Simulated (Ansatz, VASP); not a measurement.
## Two plane-wave programs on TaN

Contents of INCAR:

```
PREC = Accurate ; ENCUT = 520
EDIFF = 1E-6 ; ISMEAR = 0
SIGMA = 0.15 ; LREAL = False
LASPH = True ; NELM = 100
ALGO = Normal ; ISIF = 2
LWAVE = False ; LCHARG = True
GGA = PE ; LELF = True
LVHAR = True ; NBANDS = 15
```

File KPOINTS:

```
Automatic mesh
0
Gamma
  24 24 24
```

POSCAR

```
TaN
1.0
    0.0000000000      2.3328704849      2.3328704849
    2.2086347786      0.1242357063      2.2086347786
    2.2086347786      2.2086347786      0.1242357063
Ta N
1 1
Direct
    0.5000000000      0.5000000000      0.5000000000
    0.0000000000      0.0000000000      0.0000000000
```

Input for Ansatz:

```yaml
crystal:
  lattice:
    - [0.0, 2.3328704849, 2.3328704849]
    - [2.2086347786, 0.1242357063, 2.2086347786]
    - [2.2086347786, 2.2086347786, 0.1242357063]
  atoms:
    - { symbol: Ta, position: [0.5, 0.5, 0.5] }
    - { symbol: "N", position: [0.0, 0.0, 0.0] }
basis:
  ecutwfc: 420
kpoints:
  mp_grid: { grid: [24, 24, 24] }
hamiltonian:
  xc: pbe
scf:
  occupations: { method: gaussian, width: 0.15 }
output:
  forces: true
  stress: true
  eigenvalues: true
```

Change from the starting cell: strain +0.1125 x Voigt [0, 0, 0, 1, 0, 0], atoms carried along.

Alike in both runs: task single point; functional PBE; k mesh 24 × 24 × 24; occupations gaussian, width 0.15 eV; no spin polarisation.

```csv
,VASP,Ansatz
version,VASP 6.6.1,Ansatz 0.2.0
potentials or method,"VASP PAW PBE potentials, release 64 (Ta_pv, N), cutoff 520 eV","scalar-relativistic, plane waves, PAW"
valence electrons in the cell,16,18
```

Ansatz gave:

```
gap on the k mesh at the Fermi level (eV)                     : none
pressure (GPa)                                                : 1.5
traceless stress, the component that is largest in VASP (GPa) : -5.99
```

**Question.** What did VASP give for the same quantities?

**Answer.** gap on the k mesh at the Fermi level (eV): none; pressure (GPa): 2.3; traceless stress, the component that is largest in VASP (GPa): -5.96.

A gap of «none» marks a metal or a gap that the smearing closes. VASP's potentials hold 16 valence electrons a cell and Ansatz's 18, so a difference there can come from the potentials and not from the codes.

Neither program's run includes spin-orbit coupling.
